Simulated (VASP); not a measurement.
# RbGe6 in VASP: further runs

RbGe6 is run at these levels: PBE; tasks: single point.

All numbers are computed with VASP 6.6.1; they aren't measurements. Logs are shortened: lines on timing, memory, paths and dates and some standing lists are left out, and cuts for length are marked.

## (1) The cell of the first run

It takes space group Im-3m (No. 229, cubic). Conventional cell: a = 6.975 Å, b = 6.975 Å, c = 6.975 Å, α = 90.00°, β = 90.00°, γ = 90.00°. Rb (site symmetry m-3m) has 24 Ge at 3.90 Å within 5.1 Å. Ge (site symmetry -4m2) has 4 Ge at 2.47 Å within 3.3 Å.

## (2) Single point, PBE (24.24 Å³/atom)

Contents of INCAR:

```
  PREC = Accurate
  ENCUT = 520
  EDIFF = 1E-6
  ISMEAR = 0
  SIGMA = 0.1
  LREAL = F
  LASPH = T
  NELM = 100
  ALGO = Normal
  ISIF = 2
  LWAVE = F
  LCHARG = F
  GGA = PE
  NBANDS = 56
```

Contents of KPOINTS:

```
regular mesh
0
Gamma
  8 8 8
```

Contents of POSCAR:

```
RbGe6
1.0
   -3.4875060471      3.4875060471      3.4875060471
    3.4875060471     -3.4875060471      3.4875060471
    3.4875060471      3.4875060471     -3.4875060471
Rb Ge
1 6
Direct
    0.0000000000      0.0000000000      0.0000000000
    0.5000000000      0.7500000000      0.2500000000
    0.7500000000      0.2500000000      0.5000000000
    0.7500000000      0.5000000000      0.2500000000
    0.5000000000      0.2500000000      0.7500000000
    0.2500000000      0.7500000000      0.5000000000
    0.2500000000      0.5000000000      0.7500000000
```

Potentials or basis: VASP PAW PBE potentials, release 64 (Rb_sv, Ge_d).

Run with:

```console
$ cat potpaw_PBE.64/Rb_sv/POTCAR potpaw_PBE.64/Ge_d/POTCAR > POTCAR
$ mpirun -np 1 vasp_std > vasp.out
```

OUTCAR:

```text
PREC = Accurate
   ENCUT = 520
   EDIFF = 1E-6
   ISMEAR = 0
   LREAL = F
   LASPH = T
   NELM = 100
   ISIF = 2
   GGA = PE

 ion  position               nearest neighbor table
   1  0.000  0.000  0.000-   4 3.90   2 3.90   5 3.90   7 3.90   5 3.90   7 3.90   2 3.90   3 3.90
                             4 3.90   5 3.90   6 3.90   7 3.90   3 3.90   6 3.90   4 3.90   7 3.90
   2  0.500  0.750  0.250-   3 2.47   4 2.47   6 2.47   7 2.47   1 3.90   1 3.90   1 3.90   1 3.90

   3  0.750  0.250  0.500-   4 2.47   5 2.47   7 2.47   2 2.47   1 3.90   1 3.90   1 3.90   1 3.90

   4  0.750  0.500  0.250-   2 2.47   3 2.47   6 2.47   5 2.47   1 3.90   1 3.90   1 3.90   1 3.90

   5  0.500  0.250  0.750-   3 2.47   4 2.47   7 2.47   6 2.47   1 3.90   1 3.90   1 3.90   1 3.90

   6  0.250  0.750  0.500-   2 2.47   5 2.47   7 2.47   4 2.47   1 3.90   1 3.90   1 3.90   1 3.90

   7  0.250  0.500  0.750-   2 2.47   5 2.47   6 2.47   3 2.47   1 3.90   1 3.90   1 3.90   1 3.90

  LATTYP: Found a body centered cubic cell.
 ALAT       =     6.9750120942

  Lattice vectors:

 A1 = (  -3.4875060471,   3.4875060471,   3.4875060471)
 A2 = (   3.4875060471,  -3.4875060471,   3.4875060471)
 A3 = (   3.4875060471,   3.4875060471,  -3.4875060471)

Analysis of symmetry for initial positions (statically):
=====================================================================
 Subroutine PRICEL returns:
 Original cell was already a primitive cell.

 Routine SETGRP: Setting up the symmetry group for a
 body centered cubic supercell.

 Subroutine GETGRP returns: Found 48 space group operations
 (whereof 48 operations were pure point group operations)
 out of a pool of 48 trial point group operations.

The static configuration has the point symmetry O_h .

Analysis of symmetry for dynamics (positions and initial velocities):
=====================================================================
 Subroutine PRICEL returns:
 Original cell was already a primitive cell.

 Routine SETGRP: Setting up the symmetry group for a
 body centered cubic supercell.

 Subroutine GETGRP returns: Found 48 space group operations
 (whereof 48 operations were pure point group operations)
 out of a pool of 48 trial point group operations.

The dynamic configuration has the point symmetry O_h .

 Subroutine INISYM returns: Found 48 space group operations
 (whereof 48 operations are pure point group operations),
 and found     1 'primitive' translations

[... 108 lines left out ...]
   IBRION =     -1    ionic relax: 0-MD 1-quasi-New 2-CG
   NFREE  =      0    steps in history (QN), initial steepest desc. (CG)
   ISIF   =      2    stress and relaxation
   ISYM   =      2    0-nonsym 1-usesym 2-fastsym
   POTIM  = 0.5000    time-step for ionic-motion
   TEBEG  =    0.0;   TEEND  =   0.0 temperature during run
   PSTRESS=    0.0 pullay stress
   NELECT =      93.0000    total number of electrons
   NUPDOWN=      -1.0000    fix difference up-down
   EMIN   =  10.00;   EMAX   =-10.00  energy-range for DOS
   EFERMI =   0.00;   METHOD = LEGACY
   ISMEAR =     0;   SIGMA  =   0.10  broadening in eV -4-tet -1-fermi 0-gaus
   EFERMI_NEDOS =   21; number of points for ismear=-14 and -15
   IALGO  =     38    algorithm
   IMIX   =      4    mixing-type and parameters
     AMIX     =   0.40;   BMIX     =  1.00
     AMIX_MAG =   1.60;   BMIX_MAG =  1.00
  volume/ion in A,a.u.               =      24.24       163.57
  Fermi-wavevector in a.u.,A,eV,Ry     =   1.339782  2.531821 24.422677  1.795016
  Thomas-Fermi vector in A             =   2.468147
   LORBIT       =      0    0 simple, 1 ext, 2 COOP (PROOUT), +10 PAW based schemes
   GGA     = PE    functional components
   LHFCALC =     F    Hartree Fock is set to
   AEXX    =    0.0000 exact exchange contribution
   IVDW    =     0    specifies the selected vdW correction
   LEPSILON=     F    determine dielectric tensor
   LRPA    =     F    only Hartree local field effects (RPA)
 non-spin polarized calculation
 Gauss-broadening in eV      SIGMA  =   0.10
  energy-cutoff  :      520.00
  volume of cell :      169.67
 maximum number of plane-waves:      4615
 NGX is ok and might be reduce to    48
   NGX = 23   NGY = 23   NGZ = 23

 number of electron      93.0000105 magnetization

 Free energy of the ion-electron system (eV)
  ---------------------------------------------------
  ext. energy  EPLUGINS =         0.00000000
  ---------------------------------------------------
  free energy    TOTEN  =       -27.94842652 eV

  energy without entropy =      -27.93657109  energy(sigma->0) =      -27.94249880

 E-fermi :   4.7950     XC(G=0):  -9.6384

 val. band max:        4.7843662146   @ k =   0.5000   0.5000   0.3750
 cond. band min:       4.8143001148   @ k =   0.5000   0.0000   0.0000
 fundamental gap:      0.0299339002
 Fermi energy:         4.7950063667

 k-point     1 :       0.0000    0.0000    0.0000
  band No.  band energies     occupation
      1     -23.2485      2.00000
      2     -20.2627      2.00000
      3     -20.2627      2.00000
      4     -20.2627      2.00000
      5     -20.2515      2.00000
      6     -20.2224      2.00000
[... 1405 lines left out ...]
     55       9.1108      0.00000
     56       9.2196      0.00000

 [... further k-points ...]

------------------------ aborting loop because EDIFF is reached ----------------------------------------

  FORCE on cell =-STRESS in cart. coord.  units (eV):
  Direction    XX          YY          ZZ          XY          YZ          ZX
  --------------------------------------------------------------------------------------
  -------------------------------------------------------------------------------------
  Total        5.3730072      5.3730072      5.3730072      0.0000000      0.0000000      0.0000000
  in kB       50.7368040     50.7368040     50.7368040      0.0000000      0.0000000      0.0000000
  external PRESSURE =      50.7368040 kB  Pullay stress =       0.0000000 kB

 VOLUME and BASIS-vectors are now :
 -----------------------------------------------------------------------------
  energy-cutoff  :      520.00
  volume of cell :      169.67
      direct lattice vectors                 reciprocal lattice vectors
    -3.487506047  3.487506047  3.487506047     0.000000000  0.143368927  0.143368927
     3.487506047 -3.487506047  3.487506047     0.143368927  0.000000000  0.143368927
     3.487506047  3.487506047 -3.487506047     0.143368927  0.143368927  0.000000000

 POSITION                                       TOTAL-FORCE (eV/Angst)
 -----------------------------------------------------------------------------------
      0.00000      0.00000      0.00000        -0.000000     -0.000000      0.000000
      1.74375      0.00000      3.48751         0.000000      0.000000     -0.000000
      0.00000      3.48751      1.74375        -0.000000      0.000000      0.000000
      0.00000      1.74375      3.48751        -0.000000     -0.000000     -0.000000
      1.74375      3.48751      0.00000        -0.000000     -0.000000      0.000000
      3.48751      0.00000      1.74375         0.000000      0.000000      0.000000
      3.48751      1.74375      0.00000        -0.000000     -0.000000     -0.000000
 -----------------------------------------------------------------------------------
    total drift:                               -0.000000     -0.000000      0.000000

  FREE ENERGIE OF THE ION-ELECTRON SYSTEM (eV)
  ---------------------------------------------------
  free  energy   TOTEN  =       -27.9484265202 eV

  energy  without entropy=      -27.9365710881  energy(sigma->0) =      -27.94249880
```

Run time: 2.3 min. Hardware: 1 thread of Intel Xeon 6975P-C (Granite Rapids), shared host; peak memory 0.43 GiB.

Results:

```yaml
Free_energy: -27.9484 eV
Pressure: 5.1 GPa
Band_gap_on_the_k_mesh: zero (an odd number of electrons rules out a gap without spin polarisation)
```

Levels at points of the mesh, in eV from the Fermi level:
```csv
k point,band 44,band 45,band 46,band 47,band 48,band 49
"(0.00, 0.00, 0.00)",-2.59,-2.59,-2.59,1.10,1.10,1.96
"(0.50, 0.00, 0.00)",-2.55,-1.87,-1.22,0.02,1.30,1.48
"(0.50, 0.50, 0.50)",-0.44,-0.41,-0.41,-0.41,-0.38,-0.38
```

Caveat: the cell stands under pressure.

## (3) Single point, PBE (25.04 Å³/atom)

This run uses another cell than the first one, of 25.04 Å³/atom.

Contents of INCAR:

```
PREC     = Accurate       # precision mode
ENCUT    = 520            # plane-wave cutoff, eV
EDIFF    = 1E-7           # SCF threshold, eV
ISMEAR   = 0              # smearing method
SIGMA    = 0.1            # smearing width, eV
LREAL    = F              # projectors in reciprocal space
LASPH    = T              # aspherical terms in the spheres
NELM     = 60             # most SCF steps
ALGO     = Normal         # electronic algorithm
ISIF     = 2              # what is computed and relaxed
LWAVE    = F              # write WAVECAR
LCHARG   = F              # write CHGCAR
GGA      = PE             # functional
NBANDS   = 56             # bands
```

Contents of KPOINTS:

```
Automatic mesh
0
Gamma
  8 8 8
```

POSCAR, as its differences from that of step 2:

```diff
@@ -2,5 +2,5 @@
 1.0
-   -3.4875060471      3.4875060471      3.4875060471
-    3.4875060471     -3.4875060471      3.4875060471
-    3.4875060471      3.4875060471     -3.4875060471
+   -3.5254166917      3.5254166917      3.5254166917
+    3.5254166917     -3.5254166917      3.5254166917
+    3.5254166917      3.5254166917     -3.5254166917
 Rb Ge
```

Potentials or basis: VASP PAW PBE potentials, release 64 (Rb_sv, Ge_d).

Run with:

```console
$ cat potpaw_PBE.64/Rb_sv/POTCAR potpaw_PBE.64/Ge_d/POTCAR > POTCAR
$ mpirun -np 1 vasp_std > vasp.out
```

It took 3.1 min on 1 thread of Intel Xeon 6975P-C (Granite Rapids), shared host; peak memory 0.43 GiB.

It converged, with:

```
Free energy            : -28.0919 eV
Pressure               : 3.1 GPa
Band gap on the k mesh : zero (an odd number of electrons rules out a gap without spin polarisation)
```

Levels at points of the mesh, in eV from the Fermi level:
| k point | band 42 | band 43 | band 44 | band 45 | band 46 | band 47 | band 48 | band 49 | band 50 | band 51 |
| --- | --- | --- | --- | --- | --- | --- | --- | --- | --- | --- |
| (0.00, 0.00, 0.00) | -3.34 | -3.34 | -2.51 | -2.51 | -2.51 | 0.99 | 0.99 | 1.93 | 1.93 | 1.93 |
| (0.50, 0.00, 0.00) | -3.91 | -3.63 | -2.48 | -1.81 | -1.19 | 0.04 | 1.20 | 1.47 | 1.66 | 2.34 |
| (0.50, 0.50, 0.50) | -2.42 | -2.42 | -0.74 | -0.41 | -0.41 | -0.41 | -0.38 | -0.38 | -0.38 | 2.46 |

Caveat: the cell stands under pressure.

## (4) Single point, PBE (25.84 Å³/atom)

This run uses another cell than the first one, of 25.84 Å³/atom.

Contents of INCAR:

```
SYSTEM = RbGe6
PREC     = Accurate       ! precision mode
ENCUT    = 520            ! plane-wave cutoff, eV
EDIFF    = 1E-7           ! SCF threshold, eV
ISMEAR   = 0              ! smearing method
SIGMA    = 0.1            ! smearing width, eV
LREAL    = .FALSE.        ! projectors in reciprocal space
LASPH    = .TRUE.         ! aspherical terms in the spheres
NELM     = 80             ! most SCF steps
ALGO     = Normal         ! electronic algorithm
ISIF     = 2              ! what is computed and relaxed
LWAVE    = .FALSE.        ! write WAVECAR
LCHARG   = .FALSE.        ! write CHGCAR
GGA      = PE             ! functional
NBANDS   = 56             ! bands
```

Contents of KPOINTS:

```
regular mesh
0
G
  8 8 8
  0 0 0
```

POSCAR, as its differences from that of step 3:

```diff
@@ -2,5 +2,5 @@
 1.0
-   -3.5254166917      3.5254166917      3.5254166917
-    3.5254166917     -3.5254166917      3.5254166917
-    3.5254166917      3.5254166917     -3.5254166917
+   -3.5625290683      3.5625290683      3.5625290683
+    3.5625290683     -3.5625290683      3.5625290683
+    3.5625290683      3.5625290683     -3.5625290683
 Rb Ge
```

Run with:

```console
$ cat potpaw_PBE.64/Rb_sv/POTCAR potpaw_PBE.64/Ge_d/POTCAR > POTCAR
$ mpirun -np 1 vasp_std > vasp.out
```

It took 3.5 min on 1 thread of Intel Xeon 6975P-C (Granite Rapids), shared host; peak memory 0.43 GiB.

It converged, with:

- Free energy: -28.1711 eV
- Pressure: 1.4 GPa
- Band gap on the k mesh: zero (an odd number of electrons rules out a gap without spin polarisation)

Levels at points of the mesh, in eV from the Fermi level:
```tsv
k point	band 43	band 44	band 45	band 46	band 47	band 48	band 49	band 50
(0.00, 0.00, 0.00)	-3.22	-2.42	-2.42	-2.42	0.88	0.88	1.91	1.91
(0.50, 0.00, 0.00)	-3.53	-2.40	-1.75	-1.16	0.07	1.11	1.45	1.64
(0.50, 0.50, 0.50)	-2.34	-1.01	-0.41	-0.41	-0.41	-0.39	-0.39	-0.39
```

(Part 1 of 2 ends here.)
